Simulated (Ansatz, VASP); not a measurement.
CoO: VASP and Ansatz over several settings

```
Co O
1.0
     0.00000    2.13150    2.13150
     2.13150    0.00000    2.13150
     2.13150    2.13150    0.00000
Co O
1 1
Direct
  0.00000 0.00000 0.00000
  0.50000 0.50000 0.50000
```

Single points on this cell with VASP 6.6.1 and Ansatz 0.2.0. Each row is one pair of runs. Alike in all rows: spin: collinear, typed start; smearing: fermi-dirac, width 0.05 eV; VASP's potentials, cutoff: VASP PAW PBE potentials, release 64 (Co_sv, O), 700 eV; Ansatz's potentials, cutoff: Ansatz PAW, 420 eV.

| level | k mesh | pressure (GPa), VASP | pressure (GPa), Ansatz | net moment per atom (μB), VASP | net moment per atom (μB), Ansatz |
| --- | --- | --- | --- | --- | --- |
| PBE | 9 × 9 × 9 | -10.5 | -9.3 | 1.00 | 1.00 |
| PBEsol | 11 × 11 × 11 | -11.8 | -10.8 | 1.48 | 1.48 |
| PBE | 11 × 11 × 11 | ? | -1.9 | ? | 1.46 |

Task: Fill in what VASP gave in row 3.

Result: Pressure (GPa): -2.9; net moment per atom (μB): 1.46.
